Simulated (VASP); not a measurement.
Set up this calculation in VASP 6.6.1, as the native input.

* Task: single point
* Functional: LDA
* Potentials or basis: VASP PAW LDA potentials, release 64 (La)
* Cutoff: 500 eV
* k mesh: 15 × 15 × 15
* Occupations: gaussian, width 0.05 eV
* Spin: no spin polarisation
* Dipole correction: no
* Further INCAR settings: ALGO = Normal; EDIFF = 1e-06; NBANDS = 12

The structure of La lies in POSCAR:

```
La
1.0
   -1.8153744669      1.8153744669      1.8153744669
    1.8153744669     -1.8153744669      1.8153744669
    1.8153744669      1.8153744669     -1.8153744669
La
1
Direct
    0.0000000000      0.0000000000      0.0000000000
```

This isn't the form of La at room conditions, which is double hcp.

The input as run:

INCAR

```
SYSTEM = La
PREC = Accurate ; ENCUT = 500
EDIFF = 1E-6 ; ISMEAR = 0
SIGMA = 0.05 ; LREAL = .False.
LASPH = .True. ; NELM = 200
ALGO = Normal ; ISIF = 2
LWAVE = .False. ; LCHARG = .False.
GGA = CA ; NBANDS = 12
GGA_COMPAT = .False. ; LMAXMIX = 6
```

KPOINTS

```
regular mesh
0
Gamma
  15 15 15
  0 0 0
```

Potentials or basis: VASP PAW LDA potentials, release 64 (La).

The run is started by

```console
$ cat potpaw_LDA.64/La/POTCAR > POTCAR
$ mpirun -np 1 vasp_std > vasp.out
```

Results of the run:

```
Pressure               : 14.8 GPa
Band gap on the k mesh : zero (an odd number of electrons rules out a gap without spin polarisation)
```

Caveat: the cell stands under pressure; spin-orbit coupling is left out, which moves the levels of the heavy elements.

It took 10 s on 1 thread of Intel(R) Xeon(R) 6975P-C (Granite Rapids), on a shared host, peak memory 0.16 GiB.
